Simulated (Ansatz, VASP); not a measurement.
**Pd: VASP beside Ansatz**

Contents of INCAR:

```
SYSTEM = Pd
ALGO = Normal
EDIFF = 1E-7
ENCUT = 520
GGA = PS
ISIF = 2
ISMEAR = 0
LASPH = .True.
LCHARG = .True.
LELF = .True.
LREAL = .False.
LVHAR = .True.
LWAVE = .False.
NBANDS = 11
NELM = 80
PREC = Accurate
SIGMA = 0.15
```

Contents of KPOINTS:

```
k-points
0
Gamma
  20 20 20
  0 0 0
```

The input POSCAR:

```
Pd
1.0
    0.0000000000      1.9449000000      2.0226960000
    1.9449000000      0.0000000000      2.0226960000
    1.9449000000      1.9449000000      0.0000000000
Pd
1
Direct
    0.0000000000      0.0000000000      0.0000000000
```

Input for Ansatz:

```yaml
crystal:
  lattice:
    - [0.0, 1.9449, 2.022696]
    - [1.9449, 0.0, 2.022696]
    - [1.9449, 1.9449, 0.0]
  atoms:
    - { symbol: Pd, position: [0.0, 0.0, 0.0] }
basis:
  ecutwfc: 420
kpoints:
  mp_grid: { grid: [20, 20, 20] }
hamiltonian:
  xc: pbesol
scf:
  occupations: { method: gaussian, width: 0.15 }
output:
  forces: true
  stress: true
  eigenvalues: true
```

Change from the starting cell: strain +0.000 along x and y, +0.040 along z, atoms carried along.

Alike in both runs: task single point; functional PBEsol; k mesh 20 × 20 × 20; occupations gaussian, width 0.15 eV; no spin polarisation.

```csv
,VASP,Ansatz
version,VASP 6.6.1,Ansatz 0.2.0
potentials or method,"VASP PAW PBE potentials, release 64 (Pd), cutoff 520 eV","scalar-relativistic, plane waves, PAW"
valence electrons in the cell,10,18
```

```csv
,VASP,Ansatz,Ansatz less VASP
gap on the k mesh at the Fermi level (eV),none,none,-
pressure (GPa),-9.1,-8.8,+0.28
"traceless stress, the component that is largest in VASP (GPa)",-1.49,-1.51,-0.018
```

VASP's potentials were made for PBE, not for PBEsol. A gap of «none» marks a metal or a gap that the smearing closes. VASP's potentials hold 10 valence electrons a cell and Ansatz's 18, so a difference there can come from the potentials and not from the codes.
